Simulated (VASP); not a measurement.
# ScAsS (P4/mmm) in VASP: relaxation of cell and atoms with PBE

Aim: the relaxation of cell and atoms of ScAsS with PBE.

All numbers are computed with VASP 6.6.1; they aren't measurements. Logs are shortened: lines on timing, memory, paths and dates and some standing lists are left out, and cuts for length are marked.

### 1 The cell of the first run

It takes space group P4/mmm (No. 123, tetragonal). The conventional cell has a = 3.884 Å, b = 3.884 Å, c = 4.832 Å, α = 90.00°, β = 90.00°, γ = 90.00°. Sc (site symmetry 4/mmm) has 2 S at 2.42 Å and 4 As at 2.75 Å within 3.2 Å. As (site symmetry 4/mmm) has 4 Sc at 2.75 Å within 3.6 Å. Within 3.2 Å of S (site symmetry 4/mmm) lie 2 Sc at 2.42 Å.

### 2 Relaxation of cell and atoms, PBE

Contents of INCAR:

```
SYSTEM = ScAsS
PREC = Accurate
ENCUT = 600
EDIFF = 1E-7
ISMEAR = 0
SIGMA = 0.1
LREAL = .FALSE.
LASPH = .TRUE.
NELM = 100
ALGO = Normal
ISIF = 3
LWAVE = .FALSE.
LCHARG = .FALSE.
GGA = PE
IBRION = 2
NSW = 100
EDIFFG = -0.01
```

Contents of KPOINTS:

```
regular mesh
0
G
  12 12 10
  0 0 0
```

Contents of POSCAR:

```
ScAsS
1.0
    3.8843898796      0.0000000000      0.0000000000
    0.0000000000      3.8843898796      0.0000000000
    0.0000000000      0.0000000000      4.8315384630
Sc As S
1 1 1
Direct
    0.5000000000      0.5000000000      0.0000000000
    0.0000000000      0.0000000000      0.0000000000
    0.5000000000      0.5000000000      0.5000000000
```

Potentials or basis: VASP PAW PBE potentials, release 64 (Sc_sv, As, S).

Command:

```
> cat potpaw_PBE.64/Sc_sv/POTCAR potpaw_PBE.64/As/POTCAR potpaw_PBE.64/S/POTCAR > POTCAR
> mpirun -np 1 vasp_std > vasp.out
```

OUTCAR:

```text
SYSTEM = ScAsS
   PREC = Accurate
   ENCUT = 600
   EDIFF = 1E-7
   ISMEAR = 0
   LREAL = .FALSE.
   LASPH = .TRUE.
   NELM = 100
   ISIF = 3
   GGA = PE
   IBRION = 2
   NSW = 100
   EDIFFG = -0.01

 ion  position               nearest neighbor table
   1  0.500  0.500  0.000-   3 2.42   3 2.42   2 2.75   2 2.75   2 2.75   2 2.75
   2  0.000  0.000  0.000-   1 2.75   1 2.75   1 2.75   1 2.75
   3  0.500  0.500  0.500-   1 2.42   1 2.42

  LATTYP: Found a simple tetragonal cell.
 ALAT       =     3.8843898796
 C/A-ratio  =     1.2438345822

  Lattice vectors:

 A1 = (   3.8843898796,   0.0000000000,   0.0000000000)
 A2 = (   0.0000000000,   3.8843898796,   0.0000000000)
 A3 = (   0.0000000000,   0.0000000000,   4.8315384630)

Analysis of symmetry for initial positions (statically):
=====================================================================
 Subroutine PRICEL returns:
 Original cell was already a primitive cell.

 Routine SETGRP: Setting up the symmetry group for a
 simple tetragonal supercell.

 Subroutine GETGRP returns: Found 16 space group operations
 (whereof 16 operations were pure point group operations)
 out of a pool of 16 trial point group operations.

The static configuration has the point symmetry D_4h.

Analysis of symmetry for dynamics (positions and initial velocities):
=====================================================================
 Subroutine PRICEL returns:
 Original cell was already a primitive cell.

 Routine SETGRP: Setting up the symmetry group for a
 simple tetragonal supercell.

 Subroutine GETGRP returns: Found 16 space group operations
 (whereof 16 operations were pure point group operations)
 out of a pool of 16 trial point group operations.

The dynamic configuration has the point symmetry D_4h.

 Subroutine INISYM returns: Found 16 space group operations
 (whereof 16 operations are pure point group operations),
 and found     1 'primitive' translations

----------------------------------------------------------------------------------------

                                     Primitive cell

  volume of cell :      72.9006

  direct lattice vectors                    reciprocal lattice vectors
     3.884389880  0.000000000  0.000000000     0.257440687  0.000000000  0.000000000
     0.000000000  3.884389880  0.000000000     0.000000000  0.257440687  0.000000000
     0.000000000  0.000000000  4.831538463     0.000000000  0.000000000  0.206973412

  length of vectors
     3.884389880  3.884389880  4.831538463     0.257440687  0.257440687  0.206973412

  position of ions in fractional coordinates (direct lattice)
     0.500000000  0.500000000  0.000000000
     0.000000000  0.000000000  0.000000000
     0.500000000  0.500000000  0.500000000

  ion indices of the primitive-cell ions
   primitive index   ion index
                 1           1
                 2           2
                 3           3

----------------------------------------------------------------------------------------

 KPOINTS: regular mesh

Automatic generation of k-mesh.
 Grid dimensions read from file:
 generate k-points for:   12   12   10

 Generating k-lattice:

  Cartesian coordinates                     Fractional coordinates (reciprocal lattice)
     0.021453391  0.000000000  0.000000000     0.083333333  0.000000000  0.000000000
     0.000000000  0.021453391  0.000000000     0.000000000  0.083333333  0.000000000
     0.000000000  0.000000000  0.020697341     0.000000000  0.000000000  0.100000000

  Length of vectors
     0.021453391  0.021453391  0.020697341

  Shift w.r.t. Gamma in fractional coordinates (k-lattice)
     0.000000000  0.000000000  0.000000000

 Subroutine IBZKPT returns following result:
 ===========================================

 Found    168 irreducible k-points:

 Following reciprocal coordinates:
            Coordinates               Weight
  0.000000  0.000000  0.000000      1.000000
  0.083333  0.000000  0.000000      4.000000
  0.166667  0.000000  0.000000      4.000000
  0.250000  0.000000  0.000000      4.000000
  0.333333  0.000000  0.000000      4.000000
  0.416667  0.000000  0.000000      4.000000
[... 16 lines left out ...]
  0.333333  0.333333  0.000000      4.000000
  0.416667  0.333333  0.000000      8.000000
 [... further k-points ...]
   k-points           NKPTS =    168   k-points in BZ     NKDIM =    168   number of bands    NBANDS=     15
   number of dos      NEDOS =    301   number of ions     NIONS =      3
   total plane-waves  NPLWV =  40960
   dimension x,y,z NGX =    32 NGY =   32 NGZ =   40
   dimension x,y,z NGXF=    64 NGYF=   64 NGZF=   80
   ions per type =               1   1   1
   NGX,Y,Z   is equivalent  to a cutoff of  13.70, 13.70, 13.76 a.u.
   NGXF,Y,Z  is equivalent  to a cutoff of  27.39, 27.39, 27.53 a.u.
 SYSTEM =  ScAsS
   PREC   = accura    normal or accurate (medium, high low for compatibility)
   ISTART =      0    job   : 0-new  1-cont  2-samecut
   ICHARG =      2    charge: 1-file 2-atom 10-const
   ISPIN  =      1    spin polarized calculation?
   LNONCOLLINEAR =      F non collinear calculations
   LSORBIT =      F    spin-orbit coupling
   LASPH  =      T    aspherical Exc in radial PAW
   ENCUT  =  600.0 eV  44.10 Ry    6.64 a.u.   7.76  7.76  9.65*2*pi/ulx,y,z
   NELM   =    100;   NELMIN=  2; NELMDL= -5     # of ELM steps
   EDIFF  = 0.1E-06   stopping-criterion for ELM
   LREAL  =      F    real-space projection
   EDIFFG = -.1E-01   stopping-criterion for IOM
   NSW    =    100    number of steps for IOM
   IBRION =      2    ionic relax: 0-MD 1-quasi-New 2-CG
   NFREE  =      1    steps in history (QN), initial steepest desc. (CG)
   ISIF   =      3    stress and relaxation
   ISYM   =      2    0-nonsym 1-usesym 2-fastsym
   POTIM  = 0.5000    time-step for ionic-motion
   TEBEG  =    0.0;   TEEND  =   0.0 temperature during run
   PSTRESS=    0.0 pullay stress
   NELECT =      22.0000    total number of electrons
   NUPDOWN=      -1.0000    fix difference up-down
   EMIN   =  10.00;   EMAX   =-10.00  energy-range for DOS
   EFERMI =   0.00;   METHOD = LEGACY
   ISMEAR =     0;   SIGMA  =   0.10  broadening in eV -4-tet -1-fermi 0-gaus
   EFERMI_NEDOS =   21; number of points for ismear=-14 and -15
   IALGO  =     38    algorithm
   IMIX   =      4    mixing-type and parameters
     AMIX     =   0.40;   BMIX     =  1.00
     AMIX_MAG =   1.60;   BMIX_MAG =  1.00
  volume/ion in A,a.u.               =      24.30       163.99
  Fermi-wavevector in a.u.,A,eV,Ry     =   1.098092  2.075093 16.405985  1.205806
  Thomas-Fermi vector in A             =   2.234463
   LORBIT       =      0    0 simple, 1 ext, 2 COOP (PROOUT), +10 PAW based schemes
   GGA     = PE    functional components
   LHFCALC =     F    Hartree Fock is set to
   AEXX    =    0.0000 exact exchange contribution
   IVDW    =     0    specifies the selected vdW correction
   LEPSILON=     F    determine dielectric tensor
   LRPA    =     F    only Hartree local field effects (RPA)
 conjugate gradient relaxation of ions
 non-spin polarized calculation
 Gauss-broadening in eV      SIGMA  =   0.10
  energy-cutoff  :      600.00
  volume of cell :       72.90
 maximum number of plane-waves:      2451
 NGX is ok and might be reduce to    32
   NGX = 15   NGY = 15   NGZ = 19

--------------------------------------- Ionic step        1  -------------------------------------------

 number of electron      22.0000000 magnetization

 Free energy of the ion-electron system (eV)
  ---------------------------------------------------
  ext. energy  EPLUGINS =         0.00000000
  ---------------------------------------------------
  free energy    TOTEN  =       -16.91686811 eV

  energy without entropy =      -16.90747874  energy(sigma->0) =      -16.91217342

------------------------ aborting loop because EDIFF is reached ----------------------------------------

  FORCE on cell =-STRESS in cart. coord.  units (eV):
  Direction    XX          YY          ZZ          XY          YZ          ZX
  --------------------------------------------------------------------------------------
  -------------------------------------------------------------------------------------
  Total        0.0166734      0.0166734      0.4255591      0.0000000      0.0000000     -0.0000000
  in kB        0.3664406      0.3664406      9.3527515      0.0000000      0.0000000     -0.0000000
  external PRESSURE =       3.3618776 kB  Pullay stress =       0.0000000 kB
[... 59 lines left out ...]
  energy  without entropy=      -16.9076106327  energy(sigma->0) =      -16.91237029

--------------------------------------- Ionic step        3  -------------------------------------------

 number of electron      22.0000000 magnetization

 Free energy of the ion-electron system (eV)
  ---------------------------------------------------
  ext. energy  EPLUGINS =         0.00000000
  ---------------------------------------------------
  free energy    TOTEN  =       -16.91766073 eV

  energy without entropy =      -16.90819558  energy(sigma->0) =      -16.91292815

 E-fermi :   2.5638     XC(G=0):  -9.2242

 val. band max:        2.5624943931   @ k =   0.2500   0.2500   0.0000
 cond. band min:       2.5693869886   @ k =   0.0833   0.0833   0.3000
 fundamental gap:      0.0068925955
 Fermi energy:         2.5637759552

 k-point     1 :       0.0000    0.0000    0.0000
  band No.  band energies     occupation
      1     -46.1778      2.00000
      2     -24.8374      2.00000
      3     -24.8295      2.00000
      4     -24.8295      2.00000
      5      -9.4575      2.00000
      6      -7.3968      2.00000
      7      -0.1207      2.00000
      8       1.5537      2.00000
      9       1.5537      2.00000
     10       3.4308      0.00000
     11       3.6430      0.00000
     12       3.6826      0.00000
     13       3.6826      0.00000
     14       5.0119      0.00000
     15       5.0798      0.00000
[... 397 lines left out ...]
 k-point    24 :       0.4167    0.3333    0.0000
  band No.  band energies     occupation
      1     -46.1738      2.00000
      2     -24.8666      2.00000
      3     -24.8563      2.00000
      4     -24.8314      2.00000
      5      -8.8731      2.00000
      6      -7.0519      2.00000
      7      -0.3596      2.00000
      8      -0.2380      2.00000
      9       1.0151      2.00000
     10       1.9349      2.00000
     11       2.4444      1.90856
     12       2.4683      1.82287
     13       4.3496      0.00000
     14       5.1192      0.00000
     15       5.9710      0.00000

 [... further k-points ...]

------------------------ aborting loop because EDIFF is reached ----------------------------------------

  FORCE on cell =-STRESS in cart. coord.  units (eV):
  Direction    XX          YY          ZZ          XY          YZ          ZX
  --------------------------------------------------------------------------------------
  -------------------------------------------------------------------------------------
  Total       -0.0018756     -0.0018756      0.0012253      0.0000000     -0.0000000      0.0000000
  in kB       -0.0410547     -0.0410547      0.0268218      0.0000000     -0.0000000      0.0000000
  external PRESSURE =      -0.0184292 kB  Pullay stress =       0.0000000 kB
[... 18 lines left out ...]
  FREE ENERGIE OF THE ION-ELECTRON SYSTEM (eV)
  ---------------------------------------------------
  free  energy   TOTEN  =       -16.9176607309 eV

  energy  without entropy=      -16.9081955774  energy(sigma->0) =      -16.91292815

 reached required accuracy - stopping structural energy minimisation
```

Run time: 13 min. Hardware: 1 thread of Oxide Virtual Turin-like, shared host; peak memory 0.38 GiB.

What came out:

| Quantity | Value |
| --- | --- |
| Free energy | -16.9177 eV |
| Relaxed volume | 24.40 Å³/atom |
| Relaxed cell | a = 3.885 Å, b = 3.885 Å, c = 4.850 Å, α = 90.00°, β = 90.00°, γ = 90.00° |
| Space group after relaxing (to 0.05 Å) | P4/mmm (No. 123) |
| Energy gained by relaxing | 0.3 meV/atom |
| Ionic steps | 3 |
| Pressure after relaxing | 0.0 GPa |
| Band gap on the k mesh | zero (band 11 reaches 3.64 eV, above the bottom of band 12 at 2.07 eV) |

The path:
```csv
step,energy change (eV),largest force (eV/Å),pressure (GPa),volume (Å³)
1,0.0000,0.0000,0.34,72.90
2,-0.0003,0.0000,-0.26,73.44
3,-0.0008,0.0000,0.00,73.19
```

Final structure:
```cif
data_structure
_symmetry_space_group_name_H-M 'P 1'
_symmetry_Int_Tables_number 1
_cell_length_a 3.8850
_cell_length_b 3.8850
_cell_length_c 4.8496
_cell_angle_alpha 90.000
_cell_angle_beta 90.000
_cell_angle_gamma 90.000
_cell_volume 73.19
loop_
_atom_site_label
_atom_site_type_symbol
_atom_site_fract_x
_atom_site_fract_y
_atom_site_fract_z
_atom_site_occupancy
Sc1 Sc 0.50000 0.50000 0.00000 1
As1 As 0.00000 0.00000 0.00000 1
S1 S 0.50000 0.50000 0.50000 1
```
